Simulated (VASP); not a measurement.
# Zn (P6_3/mmc) in VASP: further runs, part 2 of 2

VASP 6.6.1. The steps go on from the part before.

## Step 3: Electric field gradients, PBE (zz strain of +1 %)

File INCAR:

```
  PREC = Accurate
  ENCUT = 520
  EDIFF = 1E-8
  ISMEAR = -1
  SIGMA = 0.03
  LREAL = F
  LASPH = T
  NELM = 80
  ALGO = Normal
  ISIF = 2
  LWAVE = F
  LCHARG = F
  GGA = PE
  LEFG = T
  NBANDS = 19
```

File KPOINTS:

```
Automatic mesh
0
Gamma
  18 18 8
```

File POSCAR:

```
Zn
1.0
    2.6647980532      0.0000000000      0.0000000000
   -1.3323990266      2.3077828100      0.0000000000
    0.0000000000      0.0000000000      4.9961670000
Zn
2
Direct
    0.3333333333      0.6666666667      0.2500000000
    0.6666666667      0.3333333333      0.7500000000
```

Potentials or basis: VASP PAW PBE potentials, release 64 (Zn).

Launch:

```sh
> cat potpaw_PBE.64/Zn/POTCAR > POTCAR
> mpirun -np 1 vasp_std > vasp.out
```

OUTCAR:

```text
PREC = Accurate
   ENCUT = 520
   EDIFF = 1E-8
   ISMEAR = -1
   LREAL = F
   LASPH = T
   NELM = 80
   ISIF = 2
   GGA = PE

 ion  position               nearest neighbor table
   1  0.333  0.667  0.250-   2 2.93   2 2.93   2 2.93   2 2.93   2 2.93   2 2.93
   2  0.667  0.333  0.750-   1 2.93   1 2.93   1 2.93   1 2.93   1 2.93   1 2.93

  LATTYP: Found a hexagonal cell.
 ALAT       =     2.6647980532
 C/A-ratio  =     1.8748764072

  Lattice vectors:

 A1 = (   2.6647980532,   0.0000000000,   0.0000000000)
 A2 = (  -1.3323990266,   2.3077828100,   0.0000000000)
 A3 = (   0.0000000000,   0.0000000000,   4.9961670000)

Analysis of symmetry for initial positions (statically):
=====================================================================
 Subroutine PRICEL returns:
 Original cell was already a primitive cell.

 Routine SETGRP: Setting up the symmetry group for a
 hexagonal supercell.

 Subroutine GETGRP returns: Found 24 space group operations
 (whereof 12 operations were pure point group operations)
 out of a pool of 24 trial point group operations.

The static configuration has the point symmetry D_3d.
 The point group associated with its full space group is D_6h.

Analysis of symmetry for dynamics (positions and initial velocities):
=====================================================================
 Subroutine PRICEL returns:
 Original cell was already a primitive cell.

 Routine SETGRP: Setting up the symmetry group for a
 hexagonal supercell.

 Subroutine GETGRP returns: Found 24 space group operations
 (whereof 12 operations were pure point group operations)
 out of a pool of 24 trial point group operations.

The dynamic configuration has the point symmetry D_3d.
 The point group associated with its full space group is D_6h.

 Subroutine INISYM returns: Found 24 space group operations
 (whereof 12 operations are pure point group operations),
 and found     1 'primitive' translations

----------------------------------------------------------------------------------------

                                     Primitive cell

  volume of cell :      30.7253

  direct lattice vectors                    reciprocal lattice vectors
     2.664798053  0.000000000  0.000000000     0.375262958  0.216658170  0.000000000
    -1.332399027  2.307782810  0.000000000     0.000000000  0.433316340  0.000000000
     0.000000000  0.000000000  4.996167000     0.000000000  0.000000000  0.200153438

  length of vectors
     2.664798053  2.664798053  4.996167000     0.433316340  0.433316340  0.200153438

  position of ions in fractional coordinates (direct lattice)
     0.333333333  0.666666667  0.250000000
     0.666666667  0.333333333  0.750000000

  ion indices of the primitive-cell ions
   primitive index   ion index
                 1           1
                 2           2

----------------------------------------------------------------------------------------

 KPOINTS: Automatic mesh

Automatic generation of k-mesh.
 Grid dimensions read from file:
 generate k-points for:   18   18    8

[... 70 lines left out ...]
   ISYM   =      2    0-nonsym 1-usesym 2-fastsym
   POTIM  = 0.5000    time-step for ionic-motion
   TEBEG  =    0.0;   TEEND  =   0.0 temperature during run
   PSTRESS=    0.0 pullay stress
   NELECT =      24.0000    total number of electrons
   NUPDOWN=      -1.0000    fix difference up-down
   EMIN   =  10.00;   EMAX   =-10.00  energy-range for DOS
   EFERMI =   0.00;   METHOD = LEGACY
   ISMEAR =    -1;   SIGMA  =   0.03  broadening in eV -4-tet -1-fermi 0-gaus
   EFERMI_NEDOS =   21; number of points for ismear=-14 and -15
   IALGO  =     38    algorithm
   IMIX   =      4    mixing-type and parameters
     AMIX     =   0.40;   BMIX     =  1.00
     AMIX_MAG =   1.60;   BMIX_MAG =  1.00
  volume/ion in A,a.u.               =      15.36       103.67
  Fermi-wavevector in a.u.,A,eV,Ry     =   1.507694  2.849128 30.927960  2.273141
  Thomas-Fermi vector in A             =   2.618246
   LORBIT       =      0    0 simple, 1 ext, 2 COOP (PROOUT), +10 PAW based schemes
   GGA     = PE    functional components
   LHFCALC =     F    Hartree Fock is set to
   AEXX    =    0.0000 exact exchange contribution
   IVDW    =     0    specifies the selected vdW correction
   LEPSILON=     F    determine dielectric tensor
   LRPA    =     F    only Hartree local field effects (RPA)
 non-spin polarized calculation
  energy-cutoff  :      520.00
  volume of cell :       30.73
 maximum number of plane-waves:       855
 NGX is ok and might be reduce to    20
   NGX =  9   NGY =  9   NGZ = 19

 number of electron      24.0000015 magnetization

 Free energy of the ion-electron system (eV)
  ---------------------------------------------------
  ext. energy  EPLUGINS =         0.00000000
  ---------------------------------------------------
  free energy    TOTEN  =        -2.21614589 eV

  energy without entropy =       -2.21435849  energy(sigma->0) =       -2.21525219

 E-fermi :   3.1984     XC(G=0): -11.4976

 val. band max:        3.1945710017   @ k =   0.3333   0.3333   0.1250
 cond. band min:       3.2161766170   @ k =   0.2222   0.0556   0.1250
 fundamental gap:      0.0216056153
 Fermi energy:         3.1984105069

 k-point     1 :       0.0000    0.0000    0.0000
  band No.  band energies     occupation
      1      -7.2849      2.00000
      2      -5.5450      2.00000
      3      -4.8607      2.00000
      4      -4.6254      2.00000
      5      -4.6254      2.00000
      6      -4.5788      2.00000
[... 505 lines left out ...]
      6      -4.4784      2.00000
[... 11 lines left out ...]
     18      15.9266      0.00000
     19      17.3646      0.00000

 [... further k-points ...]

------------------------ aborting loop because EDIFF is reached ----------------------------------------

  FORCE on cell =-STRESS in cart. coord.  units (eV):
  Direction    XX          YY          ZZ          XY          YZ          ZX
  --------------------------------------------------------------------------------------
  -------------------------------------------------------------------------------------
  Total       -0.1922466     -0.1922466      0.0568968      0.0000000      0.0000000      0.0000000
  in kB      -10.0247380    -10.0247380      2.9668934      0.0000000      0.0000000      0.0000000
  external PRESSURE =      -5.6941942 kB  Pullay stress =       0.0000000 kB

 VOLUME and BASIS-vectors are now :
 -----------------------------------------------------------------------------
  energy-cutoff  :      520.00
  volume of cell :       30.73
      direct lattice vectors                 reciprocal lattice vectors
     2.664798053  0.000000000  0.000000000     0.375262958  0.216658170  0.000000000
    -1.332399027  2.307782810  0.000000000     0.000000000  0.433316340  0.000000000
     0.000000000  0.000000000  4.996167000     0.000000000  0.000000000  0.200153438

 POSITION                                       TOTAL-FORCE (eV/Angst)
 -----------------------------------------------------------------------------------
     -0.00000      1.53852      1.24904        -0.000000      0.000000      0.000000
      1.33240      0.76926      3.74713         0.000000      0.000000     -0.000000
 -----------------------------------------------------------------------------------
    total drift:                               -0.000000      0.000000      0.000000

  FREE ENERGIE OF THE ION-ELECTRON SYSTEM (eV)
  ---------------------------------------------------
  free  energy   TOTEN  =        -2.2161458888 eV

  energy  without entropy=       -2.2143584856  energy(sigma->0) =       -2.21525219

 Electric field gradients (V/A^2)
---------------------------------------------------------------------
 ion       V_xx      V_yy      V_zz      V_xy      V_xz      V_yz
---------------------------------------------------------------------
   1     -18.535   -18.528    37.063     0.006     0.000    -0.000
   2     -18.535   -18.528    37.063     0.006    -0.000     0.000
---------------------------------------------------------------------

 Electric field gradients after diagonalization (V/A^2)
 (convention: |V_zz| > |V_xx| > |V_yy|)
----------------------------------------------------------------------
 ion       V_xx      V_yy      V_zz     asymmetry (V_yy - V_xx)/ V_zz
----------------------------------------------------------------------
   1     -18.538   -18.525    37.063       0.000
   2     -18.538   -18.525    37.063       0.000
----------------------------------------------------------------------

           NMR quadrupolar parameters

 Cq : quadrupolar parameter    Cq=e*Q*V_zz/h
 eta: asymmetry parameters     (V_yy - V_xx)/ V_zz
 Q  : nuclear electric quadrupole moment in mb (millibarn)
----------------------------------------------------------------------
 ion       Cq(MHz)       eta       Q (mb)
----------------------------------------------------------------------
   1       0.090       0.000       1.000
   2       0.090       0.000       1.000
----------------------------------------------------------------------
```

OSZICAR:

```text
N       E                     dE             d eps       ncg     rms          rms(c)
DAV:   1     0.112786279326E+03    0.11279E+03   -0.12386E+04  7302   0.200E+03
DAV:   2     0.270491137228E+01   -0.11008E+03   -0.10647E+03  7079   0.294E+02
DAV:   3    -0.239040192781E+01   -0.50953E+01   -0.50758E+01  7896   0.696E+01
DAV:   4    -0.242086179953E+01   -0.30460E-01   -0.30452E-01  7713   0.557E+00
DAV:   5    -0.242090090464E+01   -0.39105E-04   -0.39105E-04  7704   0.181E-01    0.389E+00
DAV:   6    -0.222889005838E+01    0.19201E+00   -0.76342E-01  7822   0.183E+01    0.294E+00
DAV:   7    -0.222035560392E+01    0.85345E-02   -0.25806E-02  8840   0.269E+00    0.152E+00
DAV:   8    -0.221613020926E+01    0.42254E-02   -0.18069E-03  9446   0.631E-01    0.472E-02
DAV:   9    -0.221614262108E+01   -0.12412E-04   -0.22332E-04  9323   0.188E-01    0.352E-02
DAV:  10    -0.221614638120E+01   -0.37601E-05   -0.20357E-05  7419   0.507E-02    0.286E-03
DAV:  11    -0.221614621177E+01    0.16943E-06   -0.99206E-08  8748   0.424E-03    0.177E-03
DAV:  12    -0.221614586290E+01    0.34887E-06   -0.25524E-08  7290   0.275E-03    0.990E-05
DAV:  13    -0.221614588098E+01   -0.18075E-07   -0.42158E-09  4175   0.551E-04    0.595E-05
DAV:  14    -0.221614588883E+01   -0.78498E-08   -0.15916E-10  3857   0.246E-04
   1 F= -.22161459E+01 E0= -.22152522E+01  d E =-.178740E-02
```

stdout:

```text
POSCAR found type information on POSCAR Zn
 POSCAR found :  1 types and       2 ions
 scaLAPACK will be used
 LDA part: xc-table for (Slater+PW92), standard interpolation
 POSCAR, INCAR and KPOINTS ok, starting setup
 FFT: planning ... GRIDC
 FFT: planning ... GRID_SOFT
 FFT: planning ... GRID
 WAVECAR not read
 entering main loop
ion   1

ion   2
```

It took 95 s on 1 thread of Intel Xeon 8259CL, shared host; peak memory 0.21 GiB.

What came out:

* Free energy: -2.2161 eV
* Pressure: -0.6 GPa
* Band gap on the k mesh: zero (bands 12 and 13 overlap by 4.82 eV)
* Largest electric field gradient by atom: Zn +37.1 V/Å²

Levels at points of the mesh, in eV from the Fermi level:
```csv
k point,band 10,band 11,band 12,band 13,band 14,band 15
"(0.00, 0.00, 0.00)",-7.25,-7.25,-3.78,-3.32,13.04,16.72
"(0.50, 0.00, 0.00)",-7.04,-2.93,-2.27,2.38,3.38,3.81
"(0.00, 0.00, 0.50)",-7.33,-7.33,-7.33,4.21,4.21,18.59
"(0.50, 0.00, 0.50)",-7.05,-1.98,-1.98,-0.03,-0.03,9.78
```

Electric field gradients, principal values (V/Å²):
```tsv
atom	least	middle	greatest (by size)
1 Zn	-18.525	-18.538	37.063
2 Zn	-18.525	-18.538	37.063
```

Caveat: the cell differs from its parent crystal (zz strain of +1 %); without QUAD_EFG the Cq values of the log hold for a quadrupole moment of 1 mb, not for the nuclei.

## Step 4: Electric field gradients, PBE (zz strain of +1 %)

File INCAR:

```
SYSTEM = Zn
PREC = Accurate
ENCUT = 520
EDIFF = 1E-8
ISMEAR = -1
SIGMA = 0.03
LREAL = .False.
LASPH = .True.
NELM = 80
ALGO = Normal
ISIF = 2
LWAVE = .False.
LCHARG = .False.
GGA = PE
LEFG = .True.
NBANDS = 19
```

File KPOINTS:

```
regular mesh
0
Gamma
  18 18 8
  0 0 0
```

POSCAR is that of step 3.

Potentials or basis: VASP PAW PBE potentials, release 64 (Zn).

Launch:

```sh
> cat potpaw_PBE.64/Zn/POTCAR > POTCAR
> mpirun -np 1 vasp_std > vasp.out
```

OUTCAR:

```text
SYSTEM = Zn
   PREC = Accurate
   ENCUT = 520
   EDIFF = 1E-8
   ISMEAR = -1
   LREAL = .False.
   LASPH = .True.
   NELM = 80
   ISIF = 2
   GGA = PE

 ion  position               nearest neighbor table
   1  0.333  0.667  0.250-   2 2.93   2 2.93   2 2.93   2 2.93   2 2.93   2 2.93
   2  0.667  0.333  0.750-   1 2.93   1 2.93   1 2.93   1 2.93   1 2.93   1 2.93

  LATTYP: Found a hexagonal cell.
 ALAT       =     2.6647980532
 C/A-ratio  =     1.8748764072

  Lattice vectors:

 A1 = (   2.6647980532,   0.0000000000,   0.0000000000)
 A2 = (  -1.3323990266,   2.3077828100,   0.0000000000)
 A3 = (   0.0000000000,   0.0000000000,   4.9961670000)

Analysis of symmetry for initial positions (statically):
=====================================================================
 Subroutine PRICEL returns:
 Original cell was already a primitive cell.

 Routine SETGRP: Setting up the symmetry group for a
 hexagonal supercell.

 Subroutine GETGRP returns: Found 24 space group operations
 (whereof 12 operations were pure point group operations)
 out of a pool of 24 trial point group operations.

The static configuration has the point symmetry D_3d.
 The point group associated with its full space group is D_6h.

Analysis of symmetry for dynamics (positions and initial velocities):
=====================================================================
 Subroutine PRICEL returns:
 Original cell was already a primitive cell.

 Routine SETGRP: Setting up the symmetry group for a
 hexagonal supercell.

 Subroutine GETGRP returns: Found 24 space group operations
 (whereof 12 operations were pure point group operations)
[... 159 lines left out ...]
  band No.  band energies     occupation
      1      -7.2849      2.00000
      2      -5.5450      2.00000
      3      -4.8607      2.00000
      4      -4.6254      2.00000
      5      -4.6254      2.00000
      6      -4.5788      2.00000
[... 505 lines left out ...]
      6      -4.4784      2.00000
[... 11 lines left out ...]
     18      15.9266      0.00000
     19      17.3646      0.00000

 [... further k-points ...]

------------------------ aborting loop because EDIFF is reached ----------------------------------------

  FORCE on cell =-STRESS in cart. coord.  units (eV):
  Direction    XX          YY          ZZ          XY          YZ          ZX
  --------------------------------------------------------------------------------------
  -------------------------------------------------------------------------------------
  Total       -0.1922466     -0.1922466      0.0568968      0.0000000      0.0000000      0.0000000
  in kB      -10.0247380    -10.0247380      2.9668934      0.0000000      0.0000000      0.0000000
  external PRESSURE =      -5.6941942 kB  Pullay stress =       0.0000000 kB

 VOLUME and BASIS-vectors are now :
 -----------------------------------------------------------------------------
  energy-cutoff  :      520.00
  volume of cell :       30.73
      direct lattice vectors                 reciprocal lattice vectors
     2.664798053  0.000000000  0.000000000     0.375262958  0.216658170  0.000000000
    -1.332399027  2.307782810  0.000000000     0.000000000  0.433316340  0.000000000
     0.000000000  0.000000000  4.996167000     0.000000000  0.000000000  0.200153438

 POSITION                                       TOTAL-FORCE (eV/Angst)
 -----------------------------------------------------------------------------------
     -0.00000      1.53852      1.24904        -0.000000      0.000000      0.000000
      1.33240      0.76926      3.74713         0.000000      0.000000     -0.000000
 -----------------------------------------------------------------------------------
    total drift:                               -0.000000      0.000000      0.000000

  FREE ENERGIE OF THE ION-ELECTRON SYSTEM (eV)
  ---------------------------------------------------
  free  energy   TOTEN  =        -2.2161458888 eV

  energy  without entropy=       -2.2143584856  energy(sigma->0) =       -2.21525219

 Electric field gradients (V/A^2)
---------------------------------------------------------------------
 ion       V_xx      V_yy      V_zz      V_xy      V_xz      V_yz
---------------------------------------------------------------------
   1     -18.535   -18.528    37.063     0.006     0.000    -0.000
   2     -18.535   -18.528    37.063     0.006    -0.000     0.000
---------------------------------------------------------------------

 Electric field gradients after diagonalization (V/A^2)
 (convention: |V_zz| > |V_xx| > |V_yy|)
----------------------------------------------------------------------
 ion       V_xx      V_yy      V_zz     asymmetry (V_yy - V_xx)/ V_zz
----------------------------------------------------------------------
   1     -18.538   -18.525    37.063       0.000
   2     -18.538   -18.525    37.063       0.000
----------------------------------------------------------------------

           NMR quadrupolar parameters

 Cq : quadrupolar parameter    Cq=e*Q*V_zz/h
 eta: asymmetry parameters     (V_yy - V_xx)/ V_zz
 Q  : nuclear electric quadrupole moment in mb (millibarn)
----------------------------------------------------------------------
 ion       Cq(MHz)       eta       Q (mb)
----------------------------------------------------------------------
   1       0.090       0.000       1.000
   2       0.090       0.000       1.000
----------------------------------------------------------------------
```

OSZICAR:

```text
N       E                     dE             d eps       ncg     rms          rms(c)
DAV:   1     0.112786279326E+03    0.11279E+03   -0.12386E+04  7302   0.200E+03
DAV:   2     0.270491137228E+01   -0.11008E+03   -0.10647E+03  7079   0.294E+02
DAV:   3    -0.239040192781E+01   -0.50953E+01   -0.50758E+01  7896   0.696E+01
DAV:   4    -0.242086179953E+01   -0.30460E-01   -0.30452E-01  7713   0.557E+00
DAV:   5    -0.242090090464E+01   -0.39105E-04   -0.39105E-04  7704   0.181E-01    0.389E+00
DAV:   6    -0.222889005838E+01    0.19201E+00   -0.76342E-01  7822   0.183E+01    0.294E+00
DAV:   7    -0.222035560392E+01    0.85345E-02   -0.25806E-02  8840   0.269E+00    0.152E+00
DAV:   8    -0.221613020926E+01    0.42254E-02   -0.18069E-03  9446   0.631E-01    0.472E-02
DAV:   9    -0.221614262108E+01   -0.12412E-04   -0.22332E-04  9323   0.188E-01    0.352E-02
DAV:  10    -0.221614638120E+01   -0.37601E-05   -0.20357E-05  7419   0.507E-02    0.286E-03
DAV:  11    -0.221614621177E+01    0.16943E-06   -0.99206E-08  8748   0.424E-03    0.177E-03
DAV:  12    -0.221614586290E+01    0.34887E-06   -0.25524E-08  7290   0.275E-03    0.990E-05
DAV:  13    -0.221614588098E+01   -0.18075E-07   -0.42158E-09  4175   0.551E-04    0.595E-05
DAV:  14    -0.221614588883E+01   -0.78498E-08   -0.15916E-10  3857   0.246E-04
   1 F= -.22161459E+01 E0= -.22152522E+01  d E =-.178740E-02
```

stdout:

```text
POSCAR found type information on POSCAR Zn
 POSCAR found :  1 types and       2 ions
 scaLAPACK will be used
 LDA part: xc-table for (Slater+PW92), standard interpolation
 POSCAR, INCAR and KPOINTS ok, starting setup
 FFT: planning ... GRIDC
 FFT: planning ... GRID_SOFT
 FFT: planning ... GRID
 WAVECAR not read
 entering main loop
ion   1

ion   2
```

It took 95 s on 1 thread of Intel Xeon 8259CL, shared host; peak memory 0.21 GiB.

What came out:

| Quantity | Value |
| --- | --- |
| Free energy | -2.2161 eV |
| Pressure | -0.6 GPa |
| Band gap on the k mesh | zero (bands 12 and 13 overlap by 4.82 eV) |
| Largest electric field gradient by atom | Zn +37.1 V/Å² |

Stress tensor (GPa, compression positive):
```
-1.00  0.00  0.00
 0.00 -1.00  0.00
 0.00  0.00  0.30
```

Electric field gradients, principal values (V/Å²):
| atom | least | middle | greatest (by size) |
| --- | --- | --- | --- |
| 1 Zn | -18.525 | -18.538 | 37.063 |
| 2 Zn | -18.525 | -18.538 | 37.063 |

Caveat: the cell differs from its parent crystal (zz strain of +1 %); without QUAD_EFG the Cq values of the log hold for a quadrupole moment of 1 mb, not for the nuclei.

The gap in the log of VASP goes by the Fermi energy; the results here count the filled bands.